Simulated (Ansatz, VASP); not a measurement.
# Ta, level by level in two programs

```xyz
1
Lattice="-1.6290 1.6290 1.6290 1.6290 -1.6290 1.6290 1.6290 1.6290 -1.6290" Properties=species:S:1:pos:R:3 pbc="T T T"
Ta    0.0000    0.0000    0.0000
```

Single points on this cell with VASP 6.6.1 and Ansatz 0.2.0. Each row is one pair of runs. Alike in all rows: spin: off; k mesh: 6 × 6 × 6; smearing: fermi-dirac, width 0.05 eV.

| level | VASP's potentials, cutoff | Ansatz's potentials, cutoff | gap on the k mesh at the Fermi level (eV), VASP | gap on the k mesh at the Fermi level (eV), Ansatz |
| --- | --- | --- | --- | --- |
| HSE06 | VASP PAW PBE potentials, release 64 (Ta_sv_GW), 400 eV | Ansatz PAW, 420 eV | none | none |
| r2SCAN50 | VASP PAW PBE potentials, release 64 (Ta_sv_GW), 440 eV | Ansatz PAW, 500 eV | none | none |
| PBE0 | VASP PAW PBE potentials, release 64 (Ta_sv_GW), 400 eV | Ansatz PAW, 420 eV | none | none |

A gap of «none» marks a metal or a gap that the smearing closes.

The k mesh is coarse, so the values compare programs but aren't converged. Neither program's run includes spin-orbit coupling.
